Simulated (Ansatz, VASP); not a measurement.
# Two plane-wave programs on Mo

The input INCAR:

```
ALGO = Fast ; EDIFF = 1E-6
ENCUT = 520 ; GGA = PS
ISIF = 2 ; ISMEAR = 0
LASPH = T ; LCHARG = F
LREAL = F ; LWAVE = F
NBANDS = 13 ; NELM = 100
PREC = Accurate ; SIGMA = 0.15
```

The input KPOINTS:

```
k-points
0
Gamma
  24 24 24
```

The input POSCAR:

```
Mo
1.0
   -1.3723949101      1.3723949101      2.0585923652
    1.3723949101     -1.3723949101      2.0585923652
    1.3723949101      1.3723949101     -2.0585923652
Mo
1
Direct
    0.0000000000      0.0000000000      0.0000000000
```

Input for Ansatz:

```yaml
crystal:
  lattice:
    - [-1.3723949101, 1.3723949101, 2.0585923652]
    - [1.3723949101, -1.3723949101, 2.0585923652]
    - [1.3723949101, 1.3723949101, -2.0585923652]
  atoms:
    - { symbol: Mo, position: [0.0, 0.0, 0.0] }
basis:
  ecutwfc: 420
kpoints:
  mp_grid: { grid: [24, 24, 24] }
hamiltonian:
  xc: pbesol
scf:
  occupations: { method: gaussian, width: 0.15 }
output:
  forces: true
  stress: true
  eigenvalues: true
```

Alike in both runs: task single point; functional PBEsol; k mesh 24 × 24 × 24; occupations gaussian, width 0.15 eV; no spin polarisation.

|  | VASP | Ansatz |
| --- | --- | --- |
| version | VASP 6.6.1 | Ansatz 0.2.0 |
| potentials or method | VASP PAW PBE potentials, release 64 (Mo_sv), cutoff 520 eV | scalar-relativistic, plane waves, PAW |
| valence electrons in the cell | 14 | 14 |

```tsv
	VASP	Ansatz	Ansatz less VASP
gap on the k mesh at the Fermi level (eV)	none	none	-
pressure (GPa)	1.2	0.6	-0.52
traceless stress, the component that is largest in VASP (GPa)	5.46	5.48	+0.021
```

VASP's potentials were made for PBE, not for PBEsol. A gap of «none» marks a metal or a gap that the smearing closes.
